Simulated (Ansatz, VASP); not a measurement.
Sn4Se3S: VASP beside Ansatz

```
Sn Se S
1.0
     4.25130    0.00000    0.00000
     0.00000    4.25130    0.00000
     0.00000    0.00000   12.02148
Sn Se S
4 3 1
Direct
  0.00000 0.00000 0.75565
  0.50000 0.50000 0.00000
  0.00000 0.00000 0.24435
  0.50000 0.50000 0.50000
  0.50000 0.50000 0.24878
  0.00000 0.00000 0.50000
  0.50000 0.50000 0.75122
  0.00000 0.00000 0.00000
```

Alike in both runs: task single point; functional PBEsol; k mesh 8 × 8 × 4; occupations gaussian, width 0.02 eV; no spin polarisation.

|  | VASP | Ansatz |
| --- | --- | --- |
| version | VASP 6.6.1 | Ansatz 0.2.0 |
| potentials or method | VASP PAW PBE potentials, release 64 (Sn_d, Se, S), cutoff 520 eV | scalar-relativistic, plane waves, PAW |
| valence electrons in the cell | 80 | 110 |

|  | VASP | Ansatz | Ansatz less VASP |
| --- | --- | --- | --- |
| gap on the k mesh at the Fermi level (eV) | 0.11 | 0.11 | +0.002 |
| least direct gap on the mesh (eV) | 0.11 | 0.11 | +0.002 |
| pressure (GPa) | -2.8 | -2.8 | -0.01 |
| rms of the force components (eV/Å) | 0.004 | 0.004 | +0.0003 |

VASP's potentials were made for PBE, not for PBEsol. Atom by atom the forces differ by 0.000 eV/Å (rms over components). VASP's potentials hold 80 valence electrons a cell and Ansatz's 110, so a difference there can come from the potentials and not from the codes.
